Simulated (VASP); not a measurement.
A run of VASP 6.6.1:

The input INCAR:

```
SYSTEM = Co
ALGO = Normal
EDIFF = 1E-6
ENCUT = 520
GGA = RP
ISIF = 2
ISMEAR = -1
ISPIN = 2
LASPH = .True.
LCHARG = .True.
LELF = .True.
LMAXMIX = 4
LORBIT = 11
LREAL = .False.
LVHAR = .True.
LWAVE = .False.
MAGMOM = 1.79 1.79
NBANDS = 20
NELM = 150
PREC = Accurate
SIGMA = 0.05
```

File KPOINTS:

```
k-points
0
Gamma
  12 12 12
  0 0 0
```

The input POSCAR:

```
Co
1.0
    0.0000000000      2.4990935318      2.4990935318
    2.4990935318      0.0000000000      2.4990935318
    2.4990935318      2.4990935318      0.0000000000
Co
2
Direct
    0.1250000000      0.1250000000      0.1250000000
    0.8750000000      0.8750000000      0.8750000000
```

Potentials or basis: VASP PAW PBE potentials, release 64 (Co).

Run with:

```console
$ cat potpaw_PBE.64/Co/POTCAR > POTCAR
$ mpirun -np 1 vasp_std > vasp.out
```

Hardware: 1 thread of Intel Xeon 8259CL, with other jobs on the host.

Q: Estimate the wall time of this run.

A: Run time: 2.4 min on 1 thread of Intel Xeon 8259CL (shared host), peak memory 0.21 GiB. Counts: scf iterations 15, k points 72.
